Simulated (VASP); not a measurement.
Set up this calculation in VASP 6.6.1, as the native input.

| Item | Value |
| --- | --- |
| Task | relaxation of cell and atoms |
| Functional | PBE |
| Potentials or basis | VASP PAW PBE potentials, release 64 (Ca_sv, S) |
| Cutoff | 500 eV |
| k mesh | 6 × 6 × 6 |
| Occupations | fermi-dirac, width 0.1 eV |
| Spin | no spin polarisation |
| Dipole correction | no |
| Further INCAR settings | ALGO = Normal; EDIFF = 1e-07; IBRION = 2; EDIFFG = -0.01; NSW = 60; ISIF = 3 |

The structure of CaS lies in POSCAR:

```
CaS
1.0
    0.0000000000      2.8184960000      2.8184960000
    2.8184960000      0.0000000000      2.8184960000
    2.8184960000      2.8184960000      0.0000000000
Ca S
1 1
Direct
    0.0000000000      0.0000000000      0.0000000000
    0.5000000000      0.5000000000      0.5000000000
```

These files were run (other wordings do the same):

INCAR

```
PREC = Accurate
ENCUT = 500
EDIFF = 1E-7
ISMEAR = -1
SIGMA = 0.1
LREAL = F
LASPH = T
NELM = 120
ALGO = Normal
ISIF = 3
LWAVE = F
LCHARG = F
GGA = PE
IBRION = 2
NSW = 60
EDIFFG = -0.01
GGA_COMPAT = F
NELMIN = 4
```

KPOINTS

```
Automatic mesh
0
Gamma
  6 6 6
```

Potentials or basis: VASP PAW PBE potentials, release 64 (Ca_sv, S).

The run is started by

```console
$ cat potpaw_PBE.64/Ca_sv/POTCAR potpaw_PBE.64/S/POTCAR > POTCAR
$ mpirun -np 1 vasp_std > vasp.out
```

It gave:

| Item | Value |
| --- | --- |
| Relaxed volume | 23.35 Å³/atom |
| Relaxed cell | a = 4.042 Å, b = 4.042 Å, c = 4.042 Å, α = 60.00°, β = 60.00°, γ = 60.00° |
| Space group after relaxing (to 0.05 Å) | Fm-3m (No. 225) |
| Energy gained by relaxing | 7.6 meV/atom |
| Ionic steps | 3 |
| Pressure after relaxing | 0.0 GPa |
| Band gap on the k mesh | 2.38 eV, indirect (least direct gap 3.18 eV) |

It took 63 s on 1 thread of Intel Xeon 8259CL, with other jobs on the host, peak memory 0.17 GiB.
